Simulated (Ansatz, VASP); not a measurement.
**AlN: VASP beside Ansatz**

The input INCAR:

```
SYSTEM = AlN
PREC = Accurate
ENCUT = 520
EDIFF = 1E-6
ISMEAR = 0
SIGMA = 0.05
LREAL = .False.
LASPH = .True.
NELM = 60
ALGO = Normal
ISIF = 2
LWAVE = .False.
LCHARG = .False.
GGA = PE
NBANDS = 11
```

File KPOINTS:

```
Automatic mesh
0
Gamma
  10 10 10
  0 0 0
```

Contents of POSCAR:

```
AlN
1.0
    0.0000000000      2.1829884494      2.1829884494
    2.1829884494      0.0000000000      2.1829884494
    2.1829884494      2.1829884494      0.0000000000
Al N
1 1
Direct
   -0.0091503777      0.0091503777      0.0091503777
    0.7676262774      0.7323737226      0.7323737226
```

Input for Ansatz:

```yaml
crystal:
  lattice:
    - [0.0, 2.1829884494, 2.1829884494]
    - [2.1829884494, 0.0, 2.1829884494]
    - [2.1829884494, 2.1829884494, 0.0]
  atoms:
    - { symbol: Al, position: [-0.0091503777, 0.0091503777, 0.0091503777] }
    - { symbol: "N", position: [0.7676262774, 0.7323737226, 0.7323737226] }
basis:
  ecutwfc: 520.0
kpoints:
  mp_grid: { grid: [10, 10, 10] }
hamiltonian:
  xc: pbe
  pseudopotentials: { kind: paw, azcp: { folder: soft_1 } }
scf:
  occupations: { method: gaussian, width: 0.05 }
output:
  forces: true
  stress: true
  eigenvalues: true
```

Change from the starting cell: mode 4 frozen in at -0.078 Å, equal normal strain along x, y and z -0.0083.

Alike in both runs: task single point; functional PBE; k mesh 10 × 10 × 10; occupations gaussian, width 0.05 eV; no spin polarisation.

|  | VASP | Ansatz |
| --- | --- | --- |
| version | VASP 6.6.1 | Ansatz 0.2.0 |
| potentials or method | VASP PAW PBE potentials, release 64 (Al, N), cutoff 520 eV | scalar-relativistic, plane waves, PAW |
| valence electrons in the cell | 8 | 8 |

Ansatz gave:

| Item | Value |
| --- | --- |
| gap on the k mesh at the Fermi level (eV) | 3.02 |
| least direct gap on the mesh (eV) | 3.88 |
| pressure (GPa) | 6.8 |
| traceless stress, the component that is largest in VASP (GPa) | -8.57 |
| rms of the force components (eV/Å) | 0.979 |

Q: What did VASP give for the same quantities?

A: gap on the k mesh at the Fermi level (eV): 3.01; least direct gap on the mesh (eV): 3.89; pressure (GPa): 6.6; traceless stress, the component that is largest in VASP (GPa): -8.60; rms of the force components (eV/Å): 0.982.

Atom by atom the forces differ by 0.002 eV/Å (rms over components).
